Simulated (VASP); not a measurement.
Input of a VASP 6.6.1 run:

File INCAR:

```
PREC = Accurate ; ENCUT = 520
EDIFF = 1E-6 ; ISMEAR = -1
SIGMA = 0.08 ; LREAL = False
LASPH = True ; NELM = 60
ALGO = Normal ; ISIF = 2
LWAVE = False ; LCHARG = True
GGA = PE ; LELF = True
LVHAR = True ; NBANDS = 14
```

Contents of KPOINTS:

```
Automatic mesh
0
Gamma
  14 14 14
```

POSCAR

```
AlNi
1.0
    2.8343371620      0.0000000000      0.0000000000
    0.0000000000      2.8343371620      0.0000000000
    0.0000000000      0.0000000000      2.8343371620
Ni Al
1 1
Direct
    0.0000000000      0.0000000000      0.0000000000
    0.5000000000      0.5000000000      0.5000000000
```

Potentials or basis: VASP PAW PBE potentials, release 64 (Ni, Al).

Launch:

```sh
$ cat potpaw_PBE.64/Ni/POTCAR potpaw_PBE.64/Al/POTCAR > POTCAR
$ mpirun -np 1 vasp_std > vasp.out
```

Q: Predict the pressure.

A: 11.3 GPa.

 Spin polarisation is off, so any magnetic state and its effect on volume and gap are missing.
